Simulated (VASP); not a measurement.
# GaN (F-43m) in VASP: further runs

GaN is run at these levels: LDA; tasks: single point.

Program: VASP 6.6.1. These are calculated values, not measurements. Logs are shortened: lines on timing, memory, paths and dates and some standing lists are left out, and cuts for length are marked.

## (1) The cell of the first run

Symmetry: F-43m, No. 216, cubic system. Conventional cell: a = 4.467 Å, b = 4.467 Å, c = 4.467 Å, α = 90.00°, β = 90.00°, γ = 90.00°. Within 2.6 Å of Ga (site symmetry -43m) lie 4 N at 1.93 Å. Within 2.6 Å of N (site symmetry -43m) lie 4 Ga at 1.93 Å.

## (2) Single point, LDA

INCAR

```
SYSTEM = GaN
ALGO = Normal ; EDIFF = 1E-6
ENCUT = 520 ; GGA = CA
ISIF = 2 ; ISMEAR = 0
LASPH = .TRUE. ; LCHARG = .FALSE.
LREAL = .FALSE. ; LWAVE = .FALSE.
NBANDS = 16 ; NELM = 100
PREC = Accurate ; SIGMA = 0.01
```

KPOINTS

```
k-points
0
G
  8 8 8
  0 0 0
```

POSCAR

```
GaN
1.0
    0.0000000000      2.2332881489      2.2332881489
    2.2332881489      0.0000000000      2.2332881489
    2.2332881489      2.2332881489      0.0000000000
Ga N
1 1
Direct
    0.0000000000      0.0000000000      0.0000000000
    0.7500000000      0.7500000000      0.7500000000
```

Potentials or basis: VASP PAW LDA potentials, release 64 (Ga_d, N).

Started as:

```
$ cat potpaw_LDA.64/Ga_d/POTCAR potpaw_LDA.64/N/POTCAR > POTCAR
$ mpirun -np 1 vasp_std > vasp.out
```

OUTCAR:

```text
SYSTEM = GaN
   EDIFF = 1E-6
   ENCUT = 520
   GGA = CA
   ISIF = 2
   ISMEAR = 0
   LASPH = .TRUE.
   LREAL = .FALSE.
   NELM = 100
   PREC = Accurate

 ion  position               nearest neighbor table
   1  0.000  0.000  0.000-   2 1.93   2 1.93   2 1.93   2 1.93
   2  0.750  0.750  0.750-   1 1.93   1 1.93   1 1.93   1 1.93

  LATTYP: Found a face centered cubic cell.
 ALAT       =     4.4665762978

  Lattice vectors:

 A1 = (   0.0000000000,   2.2332881489,   2.2332881489)
 A2 = (   2.2332881489,   0.0000000000,   2.2332881489)
 A3 = (   2.2332881489,   2.2332881489,   0.0000000000)

Analysis of symmetry for initial positions (statically):
=====================================================================
 Subroutine PRICEL returns:
 Original cell was already a primitive cell.

 Routine SETGRP: Setting up the symmetry group for a
 face centered cubic supercell.

 Subroutine GETGRP returns: Found 24 space group operations
 (whereof 24 operations were pure point group operations)
 out of a pool of 48 trial point group operations.

The static configuration has the point symmetry T_d .

Analysis of symmetry for dynamics (positions and initial velocities):
=====================================================================
 Subroutine PRICEL returns:
 Original cell was already a primitive cell.

 Routine SETGRP: Setting up the symmetry group for a
 face centered cubic supercell.

 Subroutine GETGRP returns: Found 24 space group operations
 (whereof 24 operations were pure point group operations)
 out of a pool of 48 trial point group operations.

The dynamic configuration has the point symmetry T_d .

 Subroutine INISYM returns: Found 24 space group operations
 (whereof 24 operations are pure point group operations),
 and found     1 'primitive' translations

----------------------------------------------------------------------------------------

                                     Primitive cell

  volume of cell :      22.2774

  direct lattice vectors                    reciprocal lattice vectors
     0.000000000  2.233288149  2.233288149    -0.223885127  0.223885127  0.223885127
     2.233288149  0.000000000  2.233288149     0.223885127 -0.223885127  0.223885127
     2.233288149  2.233288149  0.000000000     0.223885127  0.223885127 -0.223885127

  length of vectors
     3.158346389  3.158346389  3.158346389     0.387780414  0.387780414  0.387780414

  position of ions in fractional coordinates (direct lattice)
     0.000000000  0.000000000  0.000000000
     0.750000000  0.750000000  0.750000000

  ion indices of the primitive-cell ions
   primitive index   ion index
                 1           1
                 2           2

----------------------------------------------------------------------------------------

 KPOINTS: k-points

Automatic generation of k-mesh.
 Grid dimensions read from file:
 generate k-points for:    8    8    8

 Generating k-lattice:

  Cartesian coordinates                     Fractional coordinates (reciprocal lattice)
    -0.027985641  0.027985641  0.027985641     0.125000000  0.000000000  0.000000000
     0.027985641 -0.027985641  0.027985641     0.000000000  0.125000000  0.000000000
     0.027985641  0.027985641 -0.027985641     0.000000000  0.000000000  0.125000000

  Length of vectors
     0.048472552  0.048472552  0.048472552

  Shift w.r.t. Gamma in fractional coordinates (k-lattice)
     0.000000000  0.000000000  0.000000000

 Subroutine IBZKPT returns following result:
 ===========================================

 Found     29 irreducible k-points:

 Following reciprocal coordinates:
            Coordinates               Weight
  0.000000  0.000000  0.000000      1.000000
  0.125000  0.000000  0.000000      8.000000
  0.250000  0.000000  0.000000      8.000000
  0.375000  0.000000  0.000000      8.000000
  0.500000  0.000000  0.000000      4.000000
  0.125000  0.125000  0.000000      6.000000
[... 16 lines left out ...]
  0.500000  0.250000  0.125000     48.000000
 -0.375000  0.250000  0.125000     24.000000
 [... further k-points ...]
   k-points           NKPTS =     29   k-points in BZ     NKDIM =     29   number of bands    NBANDS=     16
   number of dos      NEDOS =    301   number of ions     NIONS =      2
   total plane-waves  NPLWV =  13824
   dimension x,y,z NGX =    24 NGY =   24 NGZ =   24
   dimension x,y,z NGXF=    48 NGYF=   48 NGZF=   48
   ions per type =               1   1
   NGX,Y,Z   is equivalent  to a cutoff of  12.63, 12.63, 12.63 a.u.
   NGXF,Y,Z  is equivalent  to a cutoff of  25.27, 25.27, 25.27 a.u.
 SYSTEM =  GaN
   PREC   = accura    normal or accurate (medium, high low for compatibility)
   ISTART =      0    job   : 0-new  1-cont  2-samecut
   ICHARG =      2    charge: 1-file 2-atom 10-const
   ISPIN  =      1    spin polarized calculation?
   LNONCOLLINEAR =      F non collinear calculations
   LSORBIT =      F    spin-orbit coupling
   LASPH  =      T    aspherical Exc in radial PAW
   ENCUT  =  520.0 eV  38.22 Ry    6.18 a.u.   5.87  5.87  5.87*2*pi/ulx,y,z
   NELM   =    100;   NELMIN=  2; NELMDL= -5     # of ELM steps
   EDIFF  = 0.1E-05   stopping-criterion for ELM
   LREAL  =      F    real-space projection
   EDIFFG = 0.1E-04   stopping-criterion for IOM
   NSW    =      0    number of steps for IOM
   IBRION =     -1    ionic relax: 0-MD 1-quasi-New 2-CG
   NFREE  =      0    steps in history (QN), initial steepest desc. (CG)
   ISIF   =      2    stress and relaxation
   ISYM   =      2    0-nonsym 1-usesym 2-fastsym
   POTIM  = 0.5000    time-step for ionic-motion
   TEBEG  =    0.0;   TEEND  =   0.0 temperature during run
   PSTRESS=    0.0 pullay stress
   NELECT =      18.0000    total number of electrons
   NUPDOWN=      -1.0000    fix difference up-down
   EMIN   =  10.00;   EMAX   =-10.00  energy-range for DOS
   EFERMI =   0.00;   METHOD = LEGACY
   ISMEAR =     0;   SIGMA  =   0.01  broadening in eV -4-tet -1-fermi 0-gaus
   EFERMI_NEDOS =   21; number of points for ismear=-14 and -15
   IALGO  =     38    algorithm
   IMIX   =      4    mixing-type and parameters
     AMIX     =   0.40;   BMIX     =  1.00
     AMIX_MAG =   1.60;   BMIX_MAG =  1.00
  volume/ion in A,a.u.               =      11.14        75.17
  Fermi-wavevector in a.u.,A,eV,Ry     =   1.524793  2.881441 31.633462  2.324994
  Thomas-Fermi vector in A             =   2.633051
   LORBIT       =      0    0 simple, 1 ext, 2 COOP (PROOUT), +10 PAW based schemes
   GGA     = CA    functional components
   LHFCALC =     F    Hartree Fock is set to
   AEXX    =    0.0000 exact exchange contribution
   IVDW    =     0    specifies the selected vdW correction
   LEPSILON=     F    determine dielectric tensor
   LRPA    =     F    only Hartree local field effects (RPA)
 non-spin polarized calculation
 Gauss-broadening in eV      SIGMA  =   0.01
  energy-cutoff  :      520.00
  volume of cell :       22.28
 maximum number of plane-waves:       610
   NGX = 11   NGY = 11   NGZ = 11

 number of electron      18.0000014 magnetization

 Free energy of the ion-electron system (eV)
  ---------------------------------------------------
  ext. energy  EPLUGINS =         0.00000000
  ---------------------------------------------------
  free energy    TOTEN  =       -13.94381721 eV

  energy without entropy =      -13.94381721  energy(sigma->0) =      -13.94381721

 E-fermi :   5.4225     XC(G=0): -12.2631

 val. band max:        5.3340106752   @ k =   0.0000   0.0000   0.0000
 cond. band min:       7.2569703286   @ k =   0.0000   0.0000   0.0000
 fundamental gap:      1.9229596535
 Fermi energy:         5.4224857519

 k-point     1 :       0.0000    0.0000    0.0000
  band No.  band energies     occupation
      1     -10.7065      2.00000
      2      -8.2478      2.00000
      3      -8.2478      2.00000
      4      -8.2478      2.00000
      5      -7.9018      2.00000
      6      -7.9018      2.00000
[... 8 lines left out ...]
     15      24.2191      0.00000
     16      24.2191      0.00000

 k-point     2 :       0.1250    0.0000    0.0000
  band No.  band energies     occupation
      1     -10.5263      2.00000
      2      -8.2256      2.00000
      3      -8.2256      2.00000
      4      -8.1838      2.00000
      5      -7.9036      2.00000
      6      -7.9036      2.00000
[... 8 lines left out ...]
     15      22.6454      0.00000
     16      22.6454      0.00000

 k-point     3 :       0.2500    0.0000    0.0000
  band No.  band energies     occupation
      1     -10.1273      2.00000
      2      -8.1821      2.00000
      3      -8.1821      2.00000
      4      -7.8968      2.00000
      5      -7.8968      2.00000
      6      -7.8677      2.00000
[... 8 lines left out ...]
     15      22.2601      0.00000
     16      22.2601      0.00000

 k-point     4 :       0.3750    0.0000    0.0000
  band No.  band energies     occupation
      1      -9.8371      2.00000
      2      -8.1578      2.00000
      3      -8.1578      2.00000
      4      -7.8689      2.00000
      5      -7.8689      2.00000
      6      -7.1123      2.00000
[... 8 lines left out ...]
     15      23.7018      0.00000
     16      23.7018      0.00000
[... 324 lines left out ...]
 k-point    22 :       0.3750    0.2500    0.1250
  band No.  band energies     occupation
      1      -9.8847      2.00000
      2      -8.1365      2.00000
      3      -8.1152      2.00000
      4      -7.9937      2.00000
      5      -7.8720      2.00000
      6      -7.4753      2.00000
[... 8 lines left out ...]
     15      24.5495      0.00000
     16      26.8419      0.00000

 k-point    23 :       0.5000    0.2500    0.1250
  band No.  band energies     occupation
      1      -9.7063      2.00000
      2      -8.1309      2.00000
      3      -8.0817      2.00000
      4      -7.9548      2.00000
      5      -7.8647      2.00000
      6      -6.7016      2.00000
[... 8 lines left out ...]
     15      24.6455      0.00000
     16      26.6564      0.00000

 k-point    24 :      -0.3750    0.2500    0.1250
  band No.  band energies     occupation
      1      -9.6562      2.00000
      2      -8.1373      2.00000
      3      -8.0689      2.00000
      4      -7.9252      2.00000
      5      -7.8664      2.00000
      6      -6.1785      2.00000
[... 8 lines left out ...]
     15      24.2325      0.00000
     16      26.5603      0.00000

 [... further k-points ...]
[... 5 lines left out ...]
  --------------------------------------------------------------------------------------
  -------------------------------------------------------------------------------------
  Total       -0.0579870     -0.0579870     -0.0579870      0.0000000     -0.0000000      0.0000000
  in kB       -4.1703942     -4.1703942     -4.1703942      0.0000000     -0.0000000      0.0000000
  external PRESSURE =      -4.1703942 kB  Pullay stress =       0.0000000 kB

 VOLUME and BASIS-vectors are now :
 -----------------------------------------------------------------------------
  energy-cutoff  :      520.00
  volume of cell :       22.28
      direct lattice vectors                 reciprocal lattice vectors
     0.000000000  2.233288149  2.233288149    -0.223885127  0.223885127  0.223885127
     2.233288149  0.000000000  2.233288149     0.223885127 -0.223885127  0.223885127
     2.233288149  2.233288149  0.000000000     0.223885127  0.223885127 -0.223885127

 POSITION                                       TOTAL-FORCE (eV/Angst)
 -----------------------------------------------------------------------------------
      0.00000      0.00000      0.00000        -0.000000      0.000000      0.000000
      3.34993      3.34993      3.34993         0.000000     -0.000000     -0.000000
 -----------------------------------------------------------------------------------
    total drift:                               -0.000002     -0.000002     -0.000002

  FREE ENERGIE OF THE ION-ELECTRON SYSTEM (eV)
  ---------------------------------------------------
  free  energy   TOTEN  =       -13.9438172095 eV

  energy  without entropy=      -13.9438172095  energy(sigma->0) =      -13.94381721
```

Run time: 4.2 s. Hardware: 1 thread of Intel Xeon 6975P-C (Granite Rapids), shared host; peak memory 0.12 GiB.

What came out:

* Free energy: -13.9438 eV
* Pressure: -0.4 GPa
* Band gap on the k mesh: 1.92 eV, direct

Expect the measured gap to be larger: semilocal functionals such as LDA lack the derivative discontinuity.

## (3) Single point, LDA

This run uses another cell than the first one, of 11.44 Å³/atom, 1.027 times its volume.

INCAR

```
PREC = Accurate
ENCUT = 520
EDIFF = 1E-6
ISMEAR = 0
SIGMA = 0.01
LREAL = False
LASPH = True
NELM = 60
ALGO = Normal
ISIF = 2
LWAVE = False
LCHARG = False
NBANDS = 16
```

KPOINTS

```
Automatic mesh
0
Gamma
  8 8 8
```

POSCAR

```
GaN
1.0
    0.0000000000      2.2535000000      2.2535000000
    2.2535000000      0.0000000000      2.2535000000
    2.2535000000      2.2535000000      0.0000000000
Ga N
1 1
Direct
    0.0000000000      0.0000000000      0.0000000000
    0.7500000000      0.7500000000      0.7500000000
```

Potentials or basis: VASP PAW LDA potentials, release 64 (Ga_d, N).

Started as:

```
$ cat potpaw_LDA.64/Ga_d/POTCAR potpaw_LDA.64/N/POTCAR > POTCAR
$ mpirun -np 1 vasp_std > vasp.out
```

Run time: 3.4 s. Hardware: 1 thread of Intel Xeon 6975P-C (Granite Rapids), shared host; peak memory 0.13 GiB.

Results (log left out):

| Quantity | Value |
| --- | --- |
| Free energy | -13.9326 eV |
| Pressure | -5.5 GPa |
| Band gap on the k mesh | 1.75 eV, direct |

Levels at points of the mesh, in eV from the valence-band top:
| k point | band 7 | band 8 | band 9 | band 10 | band 11 | band 12 |
| --- | --- | --- | --- | --- | --- | --- |
| (0.00, 0.00, 0.00) | 0.00 | 0.00 | 0.00 | 1.75 | 10.11 | 10.11 |
| (0.50, 0.00, 0.00) | -7.12 | -0.98 | -0.98 | 4.54 | 8.60 | 10.20 |
| (0.50, 0.50, 0.00) | -6.20 | -2.73 | -2.73 | 3.25 | 6.48 | 11.50 |

## (4) Single point, LDA

This run uses another cell than the first one, of 11.75 Å³/atom, 1.055 times its volume.

INCAR

```
SYSTEM = GaN
PREC = Accurate
ENCUT = 520
EDIFF = 1E-7
ISMEAR = 0
SIGMA = 0.01
LREAL = .FALSE.
LASPH = .TRUE.
NELM = 80
ALGO = Normal
ISIF = 2
LWAVE = .FALSE.
LCHARG = .FALSE.
GGA = CA
NBANDS = 16
```

KPOINTS

```
Automatic mesh
0
G
  8 8 8
  0 0 0
```

POSCAR

```
GaN
1.0
    0.0000000000      2.2733556486      2.2733556486
    2.2733556486      0.0000000000      2.2733556486
    2.2733556486      2.2733556486      0.0000000000
Ga N
1 1
Direct
    0.0000000000      0.0000000000      0.0000000000
    0.7500000000      0.7500000000      0.7500000000
```

Started as:

```
$ cat potpaw_LDA.64/Ga_d/POTCAR potpaw_LDA.64/N/POTCAR > POTCAR
$ mpirun -np 1 vasp_std > vasp.out
```

Wall time 3.6 s (1 thread of Intel Xeon 6975P-C (Granite Rapids), shared host); peak memory 0.13 GiB.

It converged, with:

```
Free energy            : -13.9034 eV
Pressure               : -9.9 GPa
Band gap on the k mesh : 1.58 eV, direct
```

Levels at points of the mesh, in eV from the valence-band top:
| k point | band 5 | band 6 | band 7 | band 8 | band 9 | band 10 | band 11 | band 12 | band 13 | band 14 |
| --- | --- | --- | --- | --- | --- | --- | --- | --- | --- | --- |
| (0.00, 0.00, 0.00) | -13.24 | -13.24 | 0.00 | 0.00 | 0.00 | 1.58 | 9.95 | 9.95 | 9.95 | 16.96 |
| (0.50, 0.00, 0.00) | -13.20 | -11.84 | -6.95 | -0.95 | -0.95 | 4.36 | 8.47 | 10.07 | 10.07 | 15.18 |
| (0.50, 0.50, 0.00) | -13.17 | -11.36 | -6.10 | -2.64 | -2.64 | 3.24 | 6.33 | 11.32 | 13.48 | 13.48 |

LDA gaps usually lie below the measured ones, often by a third to a half.

## (5) Single point, LDA

This run uses another cell than the first one, of 12.05 Å³/atom, 1.082 times its volume.

INCAR

```
PREC = Accurate
ENCUT = 520
EDIFF = 1E-6
ISMEAR = 0
SIGMA = 0.01
LREAL = F
LASPH = T
NELM = 80
ALGO = Normal
ISIF = 2
LWAVE = F
LCHARG = F
GGA = CA
NBANDS = 16
```

KPOINTS

```
regular mesh
0
Gamma
  8 8 8
```

POSCAR

```
GaN
1.0
    0.0000000000      2.2928703855      2.2928703855
    2.2928703855      0.0000000000      2.2928703855
    2.2928703855      2.2928703855      0.0000000000
Ga N
1 1
Direct
    0.0000000000      0.0000000000      0.0000000000
    0.7500000000      0.7500000000      0.7500000000
```

Started as:

```
$ cat potpaw_LDA.64/Ga_d/POTCAR potpaw_LDA.64/N/POTCAR > POTCAR
$ mpirun -np 1 vasp_std > vasp.out
```

It took 3.5 s on 1 thread of Intel Xeon 6975P-C (Granite Rapids), shared host; peak memory 0.12 GiB.

It converged, with:

```yaml
Free_energy: -13.8586 eV
Pressure: -13.7 GPa
Band_gap_on_the_k_mesh: 1.41 eV, direct
```

Levels at points of the mesh, in eV from the valence-band top:
```csv
k point,band 5,band 6,band 7,band 8,band 9,band 10,band 11,band 12,band 13,band 14
"(0.00, 0.00, 0.00)",-13.25,-13.25,0.00,0.00,0.00,1.41,9.79,9.79,9.79,16.62
"(0.50, 0.00, 0.00)",-13.21,-11.84,-6.79,-0.92,-0.92,4.19,8.34,9.93,9.93,14.97
"(0.50, 0.50, 0.00)",-13.18,-11.35,-6.00,-2.56,-2.56,3.23,6.18,11.15,13.22,13.22
```

Expect the measured gap to be larger: semilocal functionals such as LDA lack the derivative discontinuity.

## (6) Single point, LDA

This run uses another cell than the first one, of 12.36 Å³/atom, 1.110 times its volume.

INCAR

```
  PREC = Accurate
  ENCUT = 520
  EDIFF = 1E-6
  ISMEAR = 0
  SIGMA = 0.01
  LREAL = False
  LASPH = True
  NELM = 80
  ALGO = Normal
  ISIF = 2
  LWAVE = False
  LCHARG = True
  LELF = True
  LVHAR = True
  NBANDS = 16
```

KPOINTS

```
Automatic mesh
0
Gamma
  8 8 8
```

POSCAR

```
GaN
1.0
    0.0000000000      2.3120584775      2.3120584775
    2.3120584775      0.0000000000      2.3120584775
    2.3120584775      2.3120584775      0.0000000000
Ga N
1 1
Direct
    0.0000000000      0.0000000000      0.0000000000
    0.7500000000      0.7500000000      0.7500000000
```

Potentials or basis: VASP PAW LDA potentials, release 64 (Ga_d, N).

Started as:

```
$ cat potpaw_LDA.64/Ga_d/POTCAR potpaw_LDA.64/N/POTCAR > POTCAR
$ mpirun -np 1 vasp_std > vasp.out
```

It took 4.2 s on 1 thread of Intel Xeon 6975P-C (Granite Rapids), shared host; peak memory 0.12 GiB.

Results (log left out):

* Free energy: -13.8005 eV
* Pressure: -16.9 GPa
* Band gap on the k mesh: 1.25 eV, direct

Levels at points of the mesh, in eV from the valence-band top:
```
           k point  band 7  band 8  band 9  band 10  band 11  band 12
(0.00, 0.00, 0.00)    0.00    0.00    0.00     1.25     9.64     9.64
(0.50, 0.00, 0.00)   -6.64   -0.89   -0.89     4.02     8.21     9.80
(0.50, 0.50, 0.00)   -5.90   -2.47   -2.47     3.22     6.03    10.99
```

Expect the measured gap to be larger: semilocal functionals such as LDA lack the derivative discontinuity.

## (7) The runs side by side

| cell | gap on the mesh (eV) | pressure (GPa) |
| --- | --- | --- |
| a = 3.158 Å, angles 60.0°, 2 atoms | 1.92 | -0.4 |
| a = 3.187 Å, angles 60.0°, 2 atoms | 1.75 | -5.5 |
| a = 3.215 Å, angles 60.0°, 2 atoms | 1.58 | -9.9 |
| a = 3.243 Å, angles 60.0°, 2 atoms | 1.41 | -13.7 |
| a = 3.270 Å, angles 60.0°, 2 atoms | 1.25 | -16.9 |

Alike in all rows: task single point; level LDA; potentials or basis VASP PAW LDA potentials, release 64 (Ga_d, N); no spin polarisation; k mesh 8 × 8 × 8; cutoff (eV) 520; smearing gaussian 0.01 eV.

Absolute energies hang on the potentials; compare differences alone.
